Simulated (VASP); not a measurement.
Input of a VASP 6.6.1 run:

File INCAR:

```
  PREC = Accurate
  ENCUT = 500
  EDIFF = 1E-6
  ISMEAR = 0
  SIGMA = 0.1
  LREAL = False
  LASPH = True
  NELM = 200
  ALGO = Normal
  ISIF = 2
  LWAVE = False
  LCHARG = False
  GGA = PE
  NBANDS = 36
  GGA_COMPAT = False
  LMAXMIX = 6
```

File KPOINTS:

```
regular mesh
0
Gamma
  6 6 4
```

The input POSCAR:

```
Ba2Ho3Te
1.0
    5.5228223900      0.0000000000      0.0000000000
   -2.7614111950      4.7829044904      0.0000000000
    0.0000000000      0.0000000000      9.8579297230
Ba Ho Te
2 3 1
Direct
    0.6666666667      0.3333333333      0.8275734033
    0.3333333333      0.6666666667      0.1724265967
    0.6666666667      0.3333333333      0.4369654818
    0.3333333333      0.6666666667      0.5630345182
    0.0000000000      0.0000000000      0.5000000000
    0.0000000000      0.0000000000      0.0000000000
```

Potentials or basis: VASP PAW PBE potentials, release 64 (Ba_sv, Ho_3, Te), 4f in core.

Run with:

```console
$ cat potpaw_PBE.64/Ba_sv/POTCAR potpaw_PBE.64/Ho_3/POTCAR potpaw_PBE.64/Te/POTCAR > POTCAR
$ mpirun -np 1 vasp_std > vasp.out
```

Q: Estimate the largest force.

A: 0.034 eV/Å.

Q: Predict the band gap on the k mesh.

A: Zero (an odd number of electrons rules out a gap without spin polarisation).

Forces in eV/Å, atoms in the order of the input:
```
Ba   0.000  0.000 -0.002
Ba   0.000  0.000  0.002
Ho   0.000  0.000 -0.034
Ho   0.000  0.000  0.034
Ho   0.000  0.000  0.000
Te   0.000  0.000  0.000
```

Caveat: spin-orbit coupling is left out, which moves the levels of the heavy elements; the 4f electrons are frozen in the core, so they carry no moment and show no levels. Spin polarisation is off, so any magnetic state and its effect on volume and gap are missing.
